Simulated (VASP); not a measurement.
# NbGa2N2 (P4/mmm) in VASP: further runs

Runs on NbGa2N2. Level: PBE. Tasks: single point.

All numbers are computed with VASP 6.6.1; they aren't measurements. Logs are shortened: lines on timing, memory, paths and dates and some standing lists are left out, and cuts for length are marked.

## 1. The cell of the first run

It takes space group P4/mmm (No. 123, tetragonal). The conventional cell has a = 4.178 Å, b = 4.178 Å, c = 4.135 Å, α = 90.00°, β = 90.00°, γ = 90.00°. Within 2.7 Å of Nb (site symmetry 4/mmm) lie 2 Ga at 2.07 Å and 4 N at 2.09 Å. Ga (site symmetry 4/mmm) has 2 Nb at 2.07 Å within 2.7 Å. Within 2.8 Å of Ga (site symmetry 4/mmm) lie 4 N at 2.09 Å. Within 2.8 Å of N (site symmetry mmm) lie 2 Nb at 2.09 Å and 2 Ga at 2.09 Å.

The cell was generated, and may not be a known phase.

## 2. Single point, PBE, collinear spin, zero start

Input file INCAR:

```
SYSTEM = NbGa2N2
ALGO = Normal ; EDIFF = 1E-6
ENCUT = 600 ; GGA = PE
GGA_COMPAT = .FALSE. ; ISIF = 2
ISMEAR = 0 ; ISPIN = 2
LASPH = .TRUE. ; LCHARG = .FALSE.
LMAXMIX = 4 ; LORBIT = 11
LREAL = .FALSE. ; LWAVE = .FALSE.
MAGMOM = 0 0 0 0 0 ; NBANDS = 36
NELM = 200 ; PREC = Accurate
SIGMA = 0.1
```

Input file KPOINTS:

```
k-points
0
G
  4 4 4
  0 0 0
```

Input file POSCAR:

```
NbGa2N2
1.0
    4.1777606600      0.0000000000      0.0000000000
    0.0000000000      4.1777606600      0.0000000000
    0.0000000000      0.0000000000      4.1354412300
Nb Ga N
1 2 2
Direct
    0.5000000000      0.5000000000      0.0000000000
    0.5000000000      0.5000000000      0.5000000000
    0.0000000000      0.0000000000      0.0000000000
    0.0000000000      0.5000000000      0.0000000000
    0.5000000000      0.0000000000      0.0000000000
```

Potentials or basis: VASP PAW PBE potentials, release 64 (Nb_sv, Ga_d, N).

The run is started by

```bash
$ cat potpaw_PBE.64/Nb_sv/POTCAR potpaw_PBE.64/Ga_d/POTCAR potpaw_PBE.64/N/POTCAR > POTCAR
$ mpirun -np 1 vasp_std > vasp.out
```

OUTCAR:

```text
SYSTEM = NbGa2N2
   EDIFF = 1E-6
   ENCUT = 600
   GGA = PE
   ISIF = 2
   ISMEAR = 0
   ISPIN = 2
   LASPH = .TRUE.
   LORBIT = 11
   LREAL = .FALSE.
   NELM = 200
   PREC = Accurate

 ion  position               nearest neighbor table
   1  0.500  0.500  0.000-   2 2.07   2 2.07   5 2.09   4 2.09   5 2.09   4 2.09   3 2.95   3 2.95
                             3 2.95   3 2.95
   2  0.500  0.500  0.500-   1 2.07   1 2.07
   3  0.000  0.000  0.000-   4 2.09   5 2.09   4 2.09   5 2.09   1 2.95   1 2.95   1 2.95   1 2.95

   4  0.000  0.500  0.000-   1 2.09   3 2.09   3 2.09   1 2.09
   5  0.500  0.000  0.000-   1 2.09   3 2.09   1 2.09   3 2.09

  LATTYP: Found a simple tetragonal cell.
 ALAT       =     4.1777606600
 C/A-ratio  =     0.9898703077

  Lattice vectors:

 A1 = (   4.1777606600,   0.0000000000,   0.0000000000)
 A2 = (   0.0000000000,   4.1777606600,   0.0000000000)
 A3 = (   0.0000000000,   0.0000000000,   4.1354412300)

Analysis of symmetry for initial positions (statically):
=====================================================================
 Subroutine PRICEL returns:
 Original cell was already a primitive cell.

 Routine SETGRP: Setting up the symmetry group for a
 simple tetragonal supercell.

 Subroutine GETGRP returns: Found 16 space group operations
 (whereof 16 operations were pure point group operations)
 out of a pool of 16 trial point group operations.

The static configuration has the point symmetry D_4h.

Analysis of symmetry for dynamics (positions and initial velocities):
=====================================================================
 Subroutine PRICEL returns:
 Original cell was already a primitive cell.

 Routine SETGRP: Setting up the symmetry group for a
 simple tetragonal supercell.

 Subroutine GETGRP returns: Found 16 space group operations
 (whereof 16 operations were pure point group operations)
 out of a pool of 16 trial point group operations.

The dynamic configuration has the point symmetry D_4h.

Analysis of structural, dynamic, and magnetic symmetry:
=====================================================================
 Subroutine PRICEL returns:
 Original cell was already a primitive cell.

 Routine SETGRP: Setting up the symmetry group for a
 simple tetragonal supercell.

 Subroutine GETGRP returns: Found 16 space group operations
 (whereof 16 operations were pure point group operations)
 out of a pool of 16 trial point group operations.

The overall configuration has the point symmetry D_4h.

 Subroutine INISYM returns: Found 16 space group operations
 (whereof 16 operations are pure point group operations),
 and found     1 'primitive' translations

----------------------------------------------------------------------------------------

                                     Primitive cell

  volume of cell :      72.1787

  direct lattice vectors                    reciprocal lattice vectors
     4.177760660  0.000000000  0.000000000     0.239362683  0.000000000  0.000000000
     0.000000000  4.177760660  0.000000000     0.000000000  0.239362683  0.000000000
     0.000000000  0.000000000  4.135441230     0.000000000  0.000000000  0.241812166

  length of vectors
     4.177760660  4.177760660  4.135441230     0.239362683  0.239362683  0.241812166

  position of ions in fractional coordinates (direct lattice)
     0.500000000  0.500000000  0.000000000
     0.500000000  0.500000000  0.500000000
     0.000000000  0.000000000  0.000000000
     0.000000000  0.500000000  0.000000000
     0.500000000  0.000000000  0.000000000

  ion indices of the primitive-cell ions
   primitive index   ion index
                 1           1
                 2           2
                 3           3
                 4           4
                 5           5

----------------------------------------------------------------------------------------

 KPOINTS: k-points

Automatic generation of k-mesh.
 Grid dimensions read from file:
 generate k-points for:    4    4    4

 Generating k-lattice:

  Cartesian coordinates                     Fractional coordinates (reciprocal lattice)
     0.059840671  0.000000000  0.000000000     0.250000000  0.000000000  0.000000000
     0.000000000  0.059840671  0.000000000     0.000000000  0.250000000  0.000000000
     0.000000000  0.000000000  0.060453041     0.000000000  0.000000000  0.250000000

  Length of vectors
     0.059840671  0.059840671  0.060453041

  Shift w.r.t. Gamma in fractional coordinates (k-lattice)
     0.000000000  0.000000000  0.000000000

 Subroutine IBZKPT returns following result:
 ===========================================

 Found     18 irreducible k-points:

 Following reciprocal coordinates:
            Coordinates               Weight
  0.000000  0.000000  0.000000      1.000000
  0.250000  0.000000  0.000000      4.000000
  0.500000  0.000000  0.000000      2.000000
  0.250000  0.250000  0.000000      4.000000
  0.500000  0.250000  0.000000      4.000000
  0.500000  0.500000  0.000000      1.000000
[... 10 lines left out ...]
  0.500000  0.250000  0.500000      4.000000
  0.500000  0.500000  0.500000      1.000000
   k-points           NKPTS =     18   k-points in BZ     NKDIM =     18   number of bands    NBANDS=     36
   number of dos      NEDOS =    301   number of ions     NIONS =      5
   total plane-waves  NPLWV =  46656
   dimension x,y,z NGX =    36 NGY =   36 NGZ =   36
   dimension x,y,z NGXF=    72 NGYF=   72 NGZF=   72
   ions per type =               1   2   2
   NGX,Y,Z   is equivalent  to a cutoff of  14.33, 14.33, 14.47 a.u.
   NGXF,Y,Z  is equivalent  to a cutoff of  28.65, 28.65, 28.94 a.u.
 SYSTEM =  NbGa2N2
   PREC   = accura    normal or accurate (medium, high low for compatibility)
   ISTART =      0    job   : 0-new  1-cont  2-samecut
   ICHARG =      2    charge: 1-file 2-atom 10-const
   ISPIN  =      2    spin polarized calculation?
   LNONCOLLINEAR =      F non collinear calculations
   LSORBIT =      F    spin-orbit coupling
   LASPH  =      T    aspherical Exc in radial PAW
   ENCUT  =  600.0 eV  44.10 Ry    6.64 a.u.   8.34  8.34  8.26*2*pi/ulx,y,z
   NELM   =    200;   NELMIN=  2; NELMDL= -5     # of ELM steps
   EDIFF  = 0.1E-05   stopping-criterion for ELM
   LREAL  =      F    real-space projection
   EDIFFG = 0.1E-04   stopping-criterion for IOM
   NSW    =      0    number of steps for IOM
   IBRION =     -1    ionic relax: 0-MD 1-quasi-New 2-CG
   NFREE  =      0    steps in history (QN), initial steepest desc. (CG)
   ISIF   =      2    stress and relaxation
   ISYM   =      2    0-nonsym 1-usesym 2-fastsym
   POTIM  = 0.5000    time-step for ionic-motion
   TEBEG  =    0.0;   TEEND  =   0.0 temperature during run
   PSTRESS=    0.0 pullay stress
   NELECT =      49.0000    total number of electrons
   NUPDOWN=      -1.0000    fix difference up-down
   EMIN   =  10.00;   EMAX   =-10.00  energy-range for DOS
   EFERMI =   0.00;   METHOD = LEGACY
   ISMEAR =     0;   SIGMA  =   0.10  broadening in eV -4-tet -1-fermi 0-gaus
   EFERMI_NEDOS =   21; number of points for ismear=-14 and -15
   IALGO  =     38    algorithm
   IMIX   =      4    mixing-type and parameters
     AMIX     =   0.40;   BMIX     =  1.00
     AMIX_MAG =   1.60;   BMIX_MAG =  1.00
  volume/ion in A,a.u.               =      14.44        97.42
  Fermi-wavevector in a.u.,A,eV,Ry     =   1.438811  2.718959 28.166485  2.070178
  Thomas-Fermi vector in A             =   2.557737
   LORBIT       =     11    0 simple, 1 ext, 2 COOP (PROOUT), +10 PAW based schemes
   GGA     = PE    functional components
   LHFCALC =     F    Hartree Fock is set to
   AEXX    =    0.0000 exact exchange contribution
   IVDW    =     0    specifies the selected vdW correction
   LEPSILON=     F    determine dielectric tensor
   LRPA    =     F    only Hartree local field effects (RPA)
 spin polarized calculation
 Gauss-broadening in eV      SIGMA  =   0.10
  energy-cutoff  :      600.00
  volume of cell :       72.18
 maximum number of plane-waves:      2437
 NGX is ok and might be reduce to    36

 number of electron      48.9999993 magnetization      -0.0000094

 number of electron      48.9999993 magnetization       0.0000048

 Free energy of the ion-electron system (eV)
  ---------------------------------------------------
  ext. energy  EPLUGINS =         0.00000000
  ---------------------------------------------------
  free energy    TOTEN  =       -27.07166772 eV

  energy without entropy =      -27.05349615  energy(sigma->0) =      -27.06258193

 E-fermi :   7.1169     XC(G=0): -11.0391

 val. band max:        7.0984429527   @ k =   0.2500   0.2500   0.2500
 cond. band min:       7.3098572501   @ k =   0.5000   0.2500   0.5000
 fundamental gap:      0.2114142974
 Fermi energy:         7.1169172344

 spin component 1

 k-point     1 :       0.0000    0.0000    0.0000
  band No.  band energies     occupation
      1     -47.9501      1.00000
      2     -24.7117      1.00000
      3     -24.1346      1.00000
      4     -24.1346      1.00000
      5      -9.7609      1.00000
      6      -9.4908      1.00000
[... 691 lines left out ...]
     35      18.7719      0.00000
     36      18.9336      0.00000
 Fermi energy:         7.1169172344

 spin component 2

 k-point     1 :       0.0000    0.0000    0.0000
  band No.  band energies     occupation
      1     -47.9500      1.00000
      2     -24.7116      1.00000
      3     -24.1346      1.00000
      4     -24.1346      1.00000
      5      -9.7609      1.00000
      6      -9.4908      1.00000
[... 691 lines left out ...]
     35      18.7508      0.00000
     36      18.9336      0.00000

------------------------ aborting loop because EDIFF is reached ----------------------------------------

  FORCE on cell =-STRESS in cart. coord.  units (eV):
  Direction    XX          YY          ZZ          XY          YZ          ZX
  --------------------------------------------------------------------------------------
  -------------------------------------------------------------------------------------
  Total        2.8950385      2.8950385     42.3579359      0.0000000     -0.0000000      0.0000000
  in kB       64.2622540     64.2622540    940.2349837      0.0000000     -0.0000000      0.0000000
  external PRESSURE =     356.2531639 kB  Pullay stress =       0.0000000 kB

 VOLUME and BASIS-vectors are now :
 -----------------------------------------------------------------------------
  energy-cutoff  :      600.00
  volume of cell :       72.18
      direct lattice vectors                 reciprocal lattice vectors
     4.177760660  0.000000000  0.000000000     0.239362683  0.000000000  0.000000000
     0.000000000  4.177760660  0.000000000     0.000000000  0.239362683  0.000000000
     0.000000000  0.000000000  4.135441230     0.000000000  0.000000000  0.241812166

 POSITION                                       TOTAL-FORCE (eV/Angst)
 -----------------------------------------------------------------------------------
      2.08888      2.08888      0.00000         0.000000      0.000000      0.000000
      2.08888      2.08888      2.06772         0.000000      0.000000      0.000000
      0.00000      0.00000      0.00000         0.000000      0.000000      0.000000
      0.00000      2.08888      0.00000         0.000000      0.000000      0.000000
      2.08888      0.00000      0.00000         0.000000      0.000000      0.000000
 -----------------------------------------------------------------------------------
    total drift:                                0.000000      0.000000     -0.000000

  FREE ENERGIE OF THE ION-ELECTRON SYSTEM (eV)
  ---------------------------------------------------
  free  energy   TOTEN  =       -27.0716677179 eV

  energy  without entropy=      -27.0534961507  energy(sigma->0) =      -27.06258193

 total charge

# of ion       s       p       d       tot
------------------------------------------
    1        2.250   6.106   2.865  11.221
    2        1.208   0.865  10.070  12.143
    3        0.855   0.597  10.116  11.568
    4        1.284   2.374   0.000   3.658
    5        1.284   2.374   0.000   3.658
--------------------------------------------------
tot          6.882  12.316  23.051  42.249

 magnetization (x)

# of ion       s       p       d       tot
------------------------------------------
    1       -0.000   0.000  -0.000  -0.000
    2        0.000   0.000  -0.000   0.000
    3        0.000  -0.000   0.000  -0.000
    4       -0.000  -0.000   0.000  -0.000
    5       -0.000  -0.000   0.000  -0.000
--------------------------------------------------
tot         -0.000  -0.000  -0.000  -0.000
```

It took 4.4 min on 1 thread of Oxide Virtual Turin-like, shared host; peak memory 0.26 GiB.

What came out:

* Free energy: -27.0717 eV
* Pressure: 35.6 GPa
* Net moment: 0.00 μB per cell
* Valence electrons inside the program's atomic spheres: Nb 11.22; Ga 12.14, 11.57; N 3.66

Caveat: the k points lie up to 0.38 Å⁻¹ apart; no moment was typed at the start, so none could form.

## 3. Single point, PBE

This run uses another cell than the first one: it holds 10 atoms, not 5.

Input file INCAR:

```
PREC = Accurate
ENCUT = 600
EDIFF = 1E-6
ISMEAR = 0
SIGMA = 0.2
LREAL = F
LASPH = T
NELM = 120
ALGO = Normal
ISIF = 2
LWAVE = F
LCHARG = T
GGA = PE
LELF = T
LVHAR = T
NBANDS = 60
GGA_COMPAT = F
```

Input file KPOINTS:

```
regular mesh
0
Gamma
  6 4 4
```

Input file POSCAR:

```
NbGa2N2
1.0
   -4.1961502383      0.0000000000      0.0000000000
    0.0000000000      0.0000000000     -5.4740664507
    0.0000000000     -8.3923004766      0.0000000000
Nb Ga N
2 4 4
Direct
    0.5000000000      1.0000000000      0.7500000000
    0.5000000000      1.0000000000      0.2500000000
    0.5000000000      0.5000000000      0.7500000000
    0.5000000000      0.5000000000      0.2500000000
    1.0000000000      1.0000000000      1.0000000000
    1.0000000000      1.0000000000      0.5000000000
    1.0000000000      1.0000000000      0.7500000000
    1.0000000000      1.0000000000      0.2500000000
    0.5000000000      1.0000000000      0.5000000000
    0.5000000000      0.0000000000      1.0000000000
```

Potentials or basis: VASP PAW PBE potentials, release 64 (Nb_sv, Ga_d, N).

The run is started by

```bash
$ cat potpaw_PBE.64/Nb_sv/POTCAR potpaw_PBE.64/Ga_d/POTCAR potpaw_PBE.64/N/POTCAR > POTCAR
$ mpirun -np 1 vasp_std > vasp.out
```

Run time: 22 min. Hardware: 1 thread of Oxide Virtual Turin-like, shared host; peak memory 0.58 GiB.

It converged, with:

```yaml
Free_energy: -63.4845 eV
Pressure: 0.4 GPa
Band_gap_on_the_k_mesh: zero (bands 49 and 50 overlap by 1.32 eV)
```

Stress tensor (GPa, compression positive):
```
-0.10  0.00  0.00
 0.00  0.26  0.00
 0.00  0.00  1.09
```

Levels at points of the mesh, in eV from the Fermi level:
| k point | band 45 | band 46 | band 47 | band 48 | band 49 | band 50 | band 51 | band 52 | band 53 | band 54 |
| --- | --- | --- | --- | --- | --- | --- | --- | --- | --- | --- |
| (0.00, 0.00, 0.00) | -1.90 | -1.90 | -1.65 | -0.53 | -0.33 | -0.06 | -0.05 | 0.05 | 1.83 | 2.00 |
| (0.50, 0.00, 0.00) | -2.40 | -1.50 | -0.53 | 0.05 | 0.20 | 0.20 | 1.15 | 1.34 | 1.76 | 1.83 |
| (0.00, 0.50, 0.00) | -2.13 | -2.09 | -1.88 | -1.88 | -1.22 | -0.60 | -0.60 | -0.41 | -0.33 | 0.47 |
| (0.50, 0.50, 0.00) | -2.16 | -2.09 | -1.95 | -1.50 | -0.42 | 0.35 | 0.47 | 1.44 | 1.44 | 2.01 |
| (0.00, 0.00, 0.50) | -2.27 | -2.27 | 0.00 | 0.00 | 0.02 | 0.02 | 1.00 | 1.00 | 1.10 | 1.10 |
| (0.50, 0.00, 0.50) | -3.08 | -3.08 | -0.28 | -0.28 | 0.72 | 0.72 | 1.27 | 1.27 | 1.67 | 1.67 |
| (0.00, 0.50, 0.50) | -2.28 | -2.28 | -2.23 | -2.23 | -0.51 | -0.51 | 0.57 | 0.57 | 0.79 | 0.79 |
| (0.50, 0.50, 0.50) | -3.05 | -3.05 | -2.06 | -2.06 | 0.53 | 0.53 | 1.11 | 1.11 | 1.44 | 1.44 |

The gap in the log of VASP goes by the Fermi energy; the results here count the filled bands.